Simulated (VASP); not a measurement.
Crystal: TaTl3Ag3.

```
Ta Tl Ag
1.0
     4.80244    0.00000    0.00000
    -2.40122    4.15903    0.00000
     0.00000    0.00000   10.81926
Ta Tl Ag
1 3 3
Direct
  0.00000 0.00000 0.00000
  0.00000 0.00000 0.22491
  0.00000 0.00000 0.77509
  0.00000 0.00000 0.50000
  0.50000 0.00000 0.50000
  0.00000 0.50000 0.50000
  0.50000 0.50000 0.50000
```

```yaml
Program: VASP 6.6.1
Task: relaxation of cell and atoms
Functional: PBE
Potentials_or_basis: VASP PAW PBE potentials, release 64 (Ta_pv, Tl_d, Ag)
Cutoff: 600 eV
k_mesh: 4 × 4 × 2
Occupations: gaussian, width 0.2 eV
Spin: no spin polarisation
```

At the start: pressure 28.4 GPa; volume 30.87 Å³/atom.

Q: How do energy, volume and symmetry change on relaxing?

A: Over 11 steps the energy falls by 997.4 meV/atom and the volume is 46.06 Å³/atom (+49.2 %); space group P6/mmm (No. 191, to 0.05 Å).

The path:
```
step  energy change (eV)  largest force (eV/Å)  pressure (GPa)  volume (Å³)
   1              0.0000                3.2193           28.41       216.10
   2             -5.7395                0.0578           -2.49       433.33
   3             -5.8473                0.6313            0.44       320.52
   4             -6.7457                0.4600           -0.53       335.23
   5             -6.7585                0.5268           -0.15       328.13
   6             -6.9306                0.5417            0.01       325.59
   7             -6.9519                0.3506           -0.02       325.06
   8             -6.9635                0.1651           -0.03       324.47
   9             -6.9650                0.0889           -0.04       324.20
  10             -6.9774                0.0467           -0.04       323.28
  11             -6.9816                0.0083           -0.03       322.41
```

Final structure:
```cif
data_structure
_symmetry_space_group_name_H-M 'P 1'
_symmetry_Int_Tables_number 1
_cell_length_a 5.6813
_cell_length_b 5.6813
_cell_length_c 11.5342
_cell_angle_alpha 90.000
_cell_angle_beta 90.000
_cell_angle_gamma 120.000
_cell_volume 322.41
loop_
_atom_site_label
_atom_site_type_symbol
_atom_site_fract_x
_atom_site_fract_y
_atom_site_fract_z
_atom_site_occupancy
Ta1 Ta 0.00000 0.00000 0.00000 1
Tl1 Tl 0.00000 0.00000 0.24189 1
Tl2 Tl 0.00000 0.00000 0.75811 1
Tl3 Tl 0.00000 0.00000 0.50000 1
Ag1 Ag 0.50000 0.00000 0.50000 1
Ag2 Ag 0.00000 0.50000 0.50000 1
Ag3 Ag 0.50000 0.50000 0.50000 1
```

Caveat: the k points lie up to 0.32 Å⁻¹ apart in the final cell; the volume moved by over 15 % at a fixed basis, so the end points are rough; the relaxation stopped at a loose force limit of 0.08 eV/Å, so its end isn't a converged minimum.
